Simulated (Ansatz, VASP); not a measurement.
Two plane-wave programs on PbO

```
CELL_PARAMETERS angstrom
3.97440 0.00000 0.00000
0.00000 3.97440 0.00000
0.00000 0.00000 5.02200
ATOMIC_POSITIONS crystal
Pb 0.00000 0.50000 0.23510
Pb 0.50000 0.00000 0.76490
O 0.00000 0.00000 0.00000
O 0.50000 0.50000 0.00000
```

Alike in both runs: task single point; functional LDA; k mesh 4 × 4 × 4; occupations gaussian, width 0.1 eV; no spin polarisation.

|  | VASP | Ansatz |
| --- | --- | --- |
| version | VASP 6.6.1 | Ansatz 0.2.0 |
| potentials or method | VASP PAW LDA potentials, release 64 (Pb_d, O), cutoff 600 eV | scalar-relativistic, plane waves, PAW |
| valence electrons in the cell | 40 | 40 |

Ansatz gave:

```
gap on the k mesh at the Fermi level (eV)                     : 1.22
least direct gap on the mesh (eV)                             : 2.25
pressure (GPa)                                                : -1.8
traceless stress, the component that is largest in VASP (GPa) : 0.33
rms of the force components (eV/Å)                            : 0.070
```

Problem. What did VASP give for the same quantities?

Solution. gap on the k mesh at the Fermi level (eV): 1.20; least direct gap on the mesh (eV): 2.26; pressure (GPa): -1.6; traceless stress, the component that is largest in VASP (GPa): 0.33; rms of the force components (eV/Å): 0.041.

LDA's correlation is that of Perdew and Zunger in VASP and of Perdew and Wang (1992) in Ansatz. Atom by atom the forces differ by 0.029 eV/Å (rms over components).

Spin-orbit coupling is off throughout.
